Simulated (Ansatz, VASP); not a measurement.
**Two plane-wave programs on Te2Mo**

The input INCAR:

```
ALGO = Normal
DIPOL = 0.5 0.5 0.399
EDIFF = 1E-6
ENCUT = 520
GGA = PE
IDIPOL = 3
ISIF = 2
ISMEAR = 0
IVDW = 12
LASPH = True
LCHARG = False
LDIPOL = True
LREAL = False
LWAVE = False
NBANDS = 35
NELM = 60
PREC = Accurate
SIGMA = 0.05
```

File KPOINTS:

```
k-points
0
Gamma
  9 9 1
```

The input POSCAR:

```
Te2Mo
1.0
    3.5038816881      0.0000000000      0.0000000000
   -1.7519408440      3.0344505538      0.0000000000
    0.0000000000      0.0000000000     24.7677198395
Te Mo
4 2
Direct
    0.3333333333      0.6666666667      0.1816881017
    0.3333333333      0.6666666667      0.3284056818
    0.3333333333      1.1666666667      0.4689111470
    0.3333333333      1.1666666667      0.6156287272
    0.6666666667      0.3333333333      0.2550468917
    0.6666666667      0.8333333333      0.5422699371
```

Input for Ansatz:

```yaml
crystal:
  lattice:
    - [3.5038814672, 0.0, 0.0]
    - [-1.7519407336, 3.0344503624, 0.0]
    - [0.0, 0.0, 24.7677196825]
  atoms:
    - { symbol: Te, position: [0.3333333333, 0.6666666667, 0.1816881028] }
    - { symbol: Mo, position: [0.6666666667, 0.3333333333, 0.2550468917] }
    - { symbol: Te, position: [0.3333333333, 0.6666666667, 0.3284056807] }
    - { symbol: Te, position: [0.3333333333, 1.1666666667, 0.4689111469] }
    - { symbol: Mo, position: [0.6666666667, 0.8333333333, 0.5422699358] }
    - { symbol: Te, position: [0.3333333333, 1.1666666667, 0.6156287247] }
basis:
  ecutwfc: 420
kpoints:
  mp_grid: { grid: [9, 9, 1] }
hamiltonian:
  xc: pbe
  pseudopotentials: { kind: paw, azcp: { folder: soft_1 } }
  dispersion: d3bj
scf:
  occupations: { method: gaussian, width: 0.05 }
output:
  forces: true
  eigenvalues: true
efield:
  axis: 3
  dipole_correction: true
  ramp_width: 0.04
```

Alike in both runs: task single point; functional PBE; dispersion D3(BJ); k mesh 9 × 9 × 1; occupations gaussian, width 0.05 eV; no spin polarisation.

|  | VASP | Ansatz |
| --- | --- | --- |
| version | VASP 6.6.1 | Ansatz 0.2.0 |
| potentials or method | VASP PAW PBE potentials, release 64 (Te, Mo_sv), cutoff 520 eV | scalar-relativistic, plane waves, PAW |
| valence electrons in the cell | 52 | 92 |

Ansatz gave:

* gap on the k mesh at the Fermi level (eV): 1.09
* least direct gap on the mesh (eV): 1.17
* rms of the force components (eV/Å): 0.008

Task: What did VASP give for the same quantities?

Result: gap on the k mesh at the Fermi level (eV): 1.10; least direct gap on the mesh (eV): 1.16; rms of the force components (eV/Å): 0.010.

VASP's potentials hold 52 valence electrons a cell and Ansatz's 92, so a difference there can come from the potentials and not from the codes.

Neither program's run includes spin-orbit coupling.
